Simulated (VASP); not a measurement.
Write the native input for VASP 6.6.1 that does the following.

* Task: single point
* Functional: PBE
* Potentials or basis: VASP PAW PBE potentials, release 64 (N, Ti_sv, Si)
* Cutoff: 520 eV
* k mesh: 9 × 9 × 1
* Occupations: gaussian, width 0.1 eV
* Spin: no spin polarisation
* Dipole correction: yes
* Further INCAR settings: ALGO = Normal; EDIFF = 1e-07; NBANDS = 40

The structure of Ti3SiN4 lies in POSCAR:

```
Ti3SiN4
1.0
    3.0028555065      0.0000000000      0.0000000000
   -1.5014277533      2.6005491526      0.0000000000
    0.0000000000      0.0000000000     22.6233846960
N Ti Si
4 3 1
Direct
    0.3333333333      0.6666666666      0.1768082033
    0.0000000000      0.0000000000      0.2851837309
    0.6666666667      0.3333333333      0.3897111675
    0.3333333333      0.6666666666      0.4916764156
    0.6666666667      0.3333333333      0.2309959671
    0.3333333333      0.6666666666      0.3401655979
    0.0000000000      0.0000000000      0.4575116027
    0.3333333333      1.1666666667      0.5738910090
```

One way to write it, as run:

INCAR

```
PREC = Accurate ; ENCUT = 520
EDIFF = 1E-7 ; ISMEAR = 0
SIGMA = 0.1 ; LREAL = F
LASPH = T ; NELM = 60
ALGO = Normal ; ISIF = 2
LWAVE = F ; LCHARG = T
LDIPOL = T ; IDIPOL = 3
DIPOL = 0.5 0.5 0.368 ; GGA = PE
LELF = T ; LVHAR = T
LVACPOTAV = T ; NBANDS = 40
```

KPOINTS

```
regular mesh
0
Gamma
  9 9 1
```

Potentials or basis: VASP PAW PBE potentials, release 64 (N, Ti_sv, Si).

Launch:

```console
$ cat potpaw_PBE.64/N/POTCAR potpaw_PBE.64/Ti_sv/POTCAR potpaw_PBE.64/Si/POTCAR > POTCAR
$ mpirun -np 1 vasp_std > vasp.out
```

Results of the run:

- Largest force: 5.586 eV/Å
- Band gap on the k mesh: zero (bands 30 and 31 overlap by 0.76 eV)

It took 3.6 min on 1 thread of Intel(R) Xeon(R) 6975P-C (Granite Rapids), on a shared host, peak memory 0.38 GiB.
